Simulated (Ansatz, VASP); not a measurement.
## One calculation of TaN, two programs

```
Ta N
1.0
     0.00000    2.12962    2.12962
     2.12962    0.00000    2.12962
     2.12962    2.12962    0.00000
Ta N
1 1
Cartesian
  0.0000 0.0000 0.0000
  2.1296 2.1296 2.1296
```

Change from the starting cell: volume scaled by 0.94, PAW files.

Alike in both runs: task single point; functional LDA; k mesh 15 × 15 × 15; occupations fermi-dirac, width 0.05 eV; no spin polarisation.

|  | VASP | Ansatz |
| --- | --- | --- |
| version | VASP 6.6.1 | Ansatz 0.2.0 |
| potentials or method | VASP PAW LDA potentials, release 64 (Ta_sv_GW, N) | PAW with Ansatz's default frozen-core files, scalar-relativistic |
| plane-wave cutoff (eV) | 700 | 420 |
| valence electrons in the cell | 18 | 18 |

Ansatz gave:

- pressure (GPa): 26.7

Q: Which values does VASP return?

A: Pressure (GPa): 28.2.

LDA's correlation is that of Perdew and Zunger in VASP and of Perdew and Wang (1992) in Ansatz.

Spin-orbit coupling is off throughout.
